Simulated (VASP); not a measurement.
# SnS2 (P-3m1) in VASP: vibrations by perturbation theory with PBE

Aim: the vibrations by perturbation theory of SnS2 with PBE.

Everything below comes from runs of VASP 6.6.1. Logs are shortened: lines on timing, memory, paths and dates and some standing lists are left out, and cuts for length are marked.

## Step 1: The cell of the first run

The structure is trigonal, space group P-3m1 (No. 164). Conventional cell: a = 3.703 Å, b = 3.703 Å, c = 6.828 Å, α = 90.00°, β = 90.00°, γ = 120.00°. Within 3.4 Å of Sn (site symmetry -3m) lie 6 S at 2.60 Å. S (site symmetry 3m) has 3 Sn at 2.60 Å within 3.4 Å.

## Step 2: Vibrations by perturbation theory, PBE

INCAR

```
ALGO = Normal
EDIFF = 1E-8
ENCUT = 500
GGA = PE
GGA_COMPAT = False
IBRION = 8
ISIF = 2
ISMEAR = 0
LASPH = True
LCHARG = True
LEPSILON = True
LREAL = False
LWAVE = False
NBANDS = 20
NELM = 120
NSW = 1
PREC = Accurate
SIGMA = 0.01
```

KPOINTS

```
k-points
0
Gamma
  9 9 4
```

POSCAR

```
SnS2
1.0
    3.7032017195      0.0000000000      0.0000000000
   -1.8516008597      3.2070667644      0.0000000000
    0.0000000000      0.0000000000      6.8277755264
Sn S
1 2
Direct
    0.0000000000      0.0000000000      0.0000000000
    0.3333333333      0.6666666667      0.2164393782
    0.6666666667      0.3333333333      0.7835606218
```

Potentials or basis: VASP PAW PBE potentials, release 64 (Sn_d, S).

The run is started by

```
cat potpaw_PBE.64/Sn_d/POTCAR potpaw_PBE.64/S/POTCAR > POTCAR
mpirun -np 1 vasp_std > vasp.out
```

OUTCAR:

```text
EDIFF = 1E-8
   ENCUT = 500
   GGA = PE
   IBRION = 8
   ISIF = 2
   ISMEAR = 0
   LASPH = True
   LEPSILON = True
   LREAL = False
   NELM = 120
   NSW = 1
   PREC = Accurate

 ion  position               nearest neighbor table
   1  0.000  0.000  0.000-   2 2.60   3 2.60   2 2.60   3 2.60   3 2.60   2 2.60
   2  0.333  0.667  0.216-   1 2.60   1 2.60   1 2.60
   3  0.667  0.333  0.784-   1 2.60   1 2.60   1 2.60

  LATTYP: Found a hexagonal cell.
 ALAT       =     3.7032017195
 C/A-ratio  =     1.8437492860

  Lattice vectors:

 A1 = (   3.7032017195,   0.0000000000,   0.0000000000)
 A2 = (  -1.8516008597,   3.2070667644,   0.0000000000)
 A3 = (   0.0000000000,   0.0000000000,   6.8277755264)

Analysis of symmetry for initial positions (statically):
=====================================================================
 Subroutine PRICEL returns:
 Original cell was already a primitive cell.

 Routine SETGRP: Setting up the symmetry group for a
 hexagonal supercell.

 Subroutine GETGRP returns: Found 12 space group operations
 (whereof 12 operations were pure point group operations)
 out of a pool of 24 trial point group operations.

The static configuration has the point symmetry D_3d.

Analysis of symmetry for dynamics (positions and initial velocities):
=====================================================================
 Subroutine PRICEL returns:
 Original cell was already a primitive cell.

 Routine SETGRP: Setting up the symmetry group for a
 hexagonal supercell.

 Subroutine GETGRP returns: Found 12 space group operations
 (whereof 12 operations were pure point group operations)
 out of a pool of 24 trial point group operations.

The dynamic configuration has the point symmetry D_3d.

 Subroutine INISYM returns: Found 12 space group operations
 (whereof 12 operations are pure point group operations),
 and found     1 'primitive' translations

----------------------------------------------------------------------------------------

                                     Primitive cell

  volume of cell :      81.0895

  direct lattice vectors                    reciprocal lattice vectors
     3.703201719  0.000000000  0.000000000     0.270036600  0.155905703  0.000000000
    -1.851600860  3.207066764  0.000000000     0.000000000  0.311811407  0.000000000
     0.000000000  0.000000000  6.827775526     0.000000000  0.000000000  0.146460585

  length of vectors
     3.703201719  3.703201719  6.827775526     0.311811407  0.311811407  0.146460585

  position of ions in fractional coordinates (direct lattice)
     0.000000000  0.000000000  0.000000000
     0.333333333  0.666666667  0.216439378
     0.666666667  0.333333333  0.783560622

  ion indices of the primitive-cell ions
   primitive index   ion index
                 1           1
                 2           2
                 3           3

----------------------------------------------------------------------------------------

 KPOINTS: k-points

Automatic generation of k-mesh.
 Grid dimensions read from file:
 generate k-points for:    9    9    4
[... 727 lines left out ...]
    -0.00000  0.00000 -0.00213           (  0.00000  0.00000 -0.00000)

 PIEZOELECTRIC TENSOR FIELD DIRECTION 3  (C/m^2)
 -----------------------------------------------------------------------------
     0.00018 -0.00000 -0.00000
    -0.00000  0.00018  0.00000
    -0.00000  0.00000 -0.00042

--------------------------------------- Ionic step        4  -------------------------------------------

------------------------ aborting loop because EDIFF is reached ----------------------------------------

[... ionic steps 5 to 5 ...]

--------------------------------------- Ionic step        6  -------------------------------------------

------------------------ aborting loop because EDIFF is reached ----------------------------------------

--------------------------------------- Ionic step        7  -------------------------------------------

------------------------ aborting loop because EDIFF is reached ----------------------------------------

[... ionic steps 8 to 8 ...]

--------------------------------------- Ionic step        9  -------------------------------------------

 Free energy of the ion-electron system (eV)
  ---------------------------------------------------
  ---------------------------------------------------
  free energy    TOTEN  =        -0.12541267 eV

  energy without entropy =       -0.12541267

------------------------ aborting loop because EDIFF is reached ----------------------------------------

 INTERNAL STRAIN TENSOR  FOR ION    2  DIRECTION 3   (eV/Angst):
 -----------------------------------------------------------------------------
    -6.47490 -0.00000  0.00000
    -0.00000 -6.47490  0.00000
     0.00000  0.00000-14.95800

 MACROSCOPIC STATIC DIELECTRIC TENSOR (including local field effects in DFT)
 ------------------------------------------------------
           7.279389     0.000000    -0.000000
           0.000000     7.279389    -0.000000
          -0.000000     0.000000     3.474944
 ------------------------------------------------------

 PIEZOELECTRIC TENSOR (including local field effects)  for field in x, y, z        (e  Angst)
          XX          YY          ZZ          XY          YZ          ZX
  --------------------------------------------------------------------------------
  x     0.00000     0.00000     0.00000     0.00000     0.00000     0.00000
  y     0.00000     0.00000     0.00000     0.00000     0.00000     0.00000
  z     0.00000     0.00000     0.00000     0.00000     0.00000     0.00000

 PIEZOELECTRIC TENSOR (including local field effects)  for field in x, y, z        (C/m^2)
          XX          YY          ZZ          XY          YZ          ZX
  --------------------------------------------------------------------------------
  x     0.00000     0.00000     0.00000     0.00000     0.00000     0.00000
  y     0.00000     0.00000     0.00000     0.00000     0.00000     0.00000
  z     0.00000     0.00000     0.00000     0.00000     0.00000     0.00000

 BORN EFFECTIVE CHARGES (including local field effects) (in |e|, cummulative output)
 ---------------------------------------------------------------------------------
 ion    1
    1     4.90065     0.00000     0.00000
    2     0.00000     4.90065     0.00000
    3    -0.00000     0.00000     1.20447
 ion    2
    1    -2.45032    -0.00000     0.00000
    2    -0.00000    -2.45032     0.00000
    3     0.00000     0.00000    -0.60224
 ion    3
    1    -2.45032    -0.00000     0.00000
    2    -0.00000    -2.45032     0.00000
    3     0.00000     0.00000    -0.60224

 INTERNAL STRAIN TENSOR FOR ION    3 for displacements in x,y,z  (eV/Angst):
          X           Y           Z          XY          YZ          ZX
  --------------------------------------------------------------------------------
  x    -0.00000     0.00000     0.00000    -0.08600     0.00000     6.44778
  y    -0.08600     0.08600     0.00000     0.00000     5.18938     0.00000
  z     6.47490     6.47490    14.95800     0.00000     0.00000    -0.00000

 SECOND DERIVATIVES (NOT SYMMETRIZED)
 ------------------------------------
               1X          1Y          1Z          2X          2Y          2Z          3X          3Y          3Z
  1X    -5.624007   -0.000000    0.000000    2.812004    0.000000    0.000000    2.812004    0.000000    0.000000
  1Y    -0.000000   -5.624007    0.000000    0.000000    2.812004    0.000000    0.000000    2.812004    0.000000
  1Z     0.000000    0.000000  -17.071754    0.000000    0.000000    8.535877    0.000000    0.000000    8.535877
  2X     2.828762    0.000000    0.000000   -3.471309   -0.000000   -0.000000    0.642547    0.000000    0.000000
  2Y     0.000000    2.828762    0.000000   -0.000000   -3.471309    0.000000    0.000000    0.642547    0.000000
  2Z     0.000000    0.000000    8.572681    0.000000   -0.000000   -9.422186    0.000000    0.000000    0.849505
  3X     2.828762    0.000000    0.000000    0.642547    0.000000    0.000000   -3.471309   -0.000000   -0.000000
  3Y     0.000000    2.828762    0.000000    0.000000    0.642547    0.000000   -0.000000   -3.471309    0.000000
  3Z     0.000000    0.000000    8.572681    0.000000    0.000000    0.849505    0.000000   -0.000000   -9.422186

 Eigenvectors and eigenvalues of the dynamical matrix
 ----------------------------------------------------

   1 f  =   10.024299 THz    62.984526 2PiTHz  334.374609 cm-1    41.457149 meV
             X         Y         Z           dx          dy          dz
      0.000000  0.000000  0.000000    -0.000000   -0.000000   -0.591415
     -0.000000  2.138045  1.477799    -0.000000   -0.000000    0.570188
      1.851601  1.069022  5.349976     0.000000    0.000000    0.570188
[... 43 lines left out ...]
   9 f/i=    0.010284 THz     0.064616 2PiTHz    0.343038 cm-1     0.042531 meV
             X         Y         Z           dx          dy          dz
      0.000000  0.000000  0.000000     0.000000   -0.000000   -0.806367
     -0.000000  2.138045  1.477799     0.000000   -0.000000   -0.418194
      1.851601  1.069022  5.349976     0.000000   -0.000000   -0.418194

--------------------------------------------------------------------------------------------------------

 MACROSCOPIC STATIC DIELECTRIC TENSOR IONIC CONTRIBUTION
 ------------------------------------------------------
           9.510393     0.000000    -0.000000
           0.000000     9.510393     0.000000
          -0.000000     0.000000     0.189362
 ------------------------------------------------------

 ELASTIC MODULI CONTR FROM IONIC RELAXATION (kBar)
 Direction    XX          YY          ZZ          XY          YZ          ZX
 --------------------------------------------------------------------------------
 XX        -161.3585   -161.2164   -372.5981     -0.0000      4.2867      0.0000
 YY        -161.2164   -161.3585   -372.5981     -0.0000     -4.2867     -0.0000
 ZZ        -372.5981   -372.5981   -860.7574     -0.0000      0.0000      0.0000
 XY          -0.0000     -0.0000     -0.0000     -0.0710     -0.0000      5.3262
 YZ           4.2867     -4.2867      0.0000     -0.0000   -258.6774     -0.0000
 ZX           0.0000     -0.0000      0.0000      5.3262     -0.0000   -399.3443
 --------------------------------------------------------------------------------

 PIEZOELECTRIC TENSOR IONIC CONTR  for field in x, y, z        (C/m^2)
          XX          YY          ZZ          XY          YZ          ZX
  --------------------------------------------------------------------------------
  x    -0.00000    -0.00000    -0.00000    -0.00000    -0.00000     0.00000
  y     0.00000     0.00000     0.00000     0.00000     0.00000    -0.00000
  z     0.00000     0.00000     0.00000     0.00000    -0.00000    -0.00000
```

Wall time 18 min (1 thread of Intel Xeon 6975P-C (Granite Rapids), shared host); peak memory 0.64 GiB.

Results:

- Electronic dielectric tensor (diagonal): 7.28, 7.28, 3.47
- Born charges (mean of the diagonal): Sn +3.67; S -1.83 e
- Highest phonon frequency at Γ, LO-TO splitting left out: 334 cm⁻¹

Phonon frequencies in cm⁻¹ (negative: imaginary):
```tsv
q point	frequencies
(0.000, 0.000, 0.000)	0 0 0 187 187 192 192 295 334
```

Electronic dielectric tensor:
```
7.28 0.00 0.00
0.00 7.28 0.00
0.00 0.00 3.47
```

Born effective charge tensors (e):
atom 1, Sn
```
4.90 0.00 0.00
0.00 4.90 0.00
0.00 0.00 1.20
```
atom 2, S
```
-2.45  0.00  0.00
 0.00 -2.45  0.00
 0.00  0.00 -0.60
```
atom 3, S
```
-2.45  0.00  0.00
 0.00 -2.45  0.00
 0.00  0.00 -0.60
```

Caveat: spin-orbit coupling is left out, which moves the levels of the heavy elements.
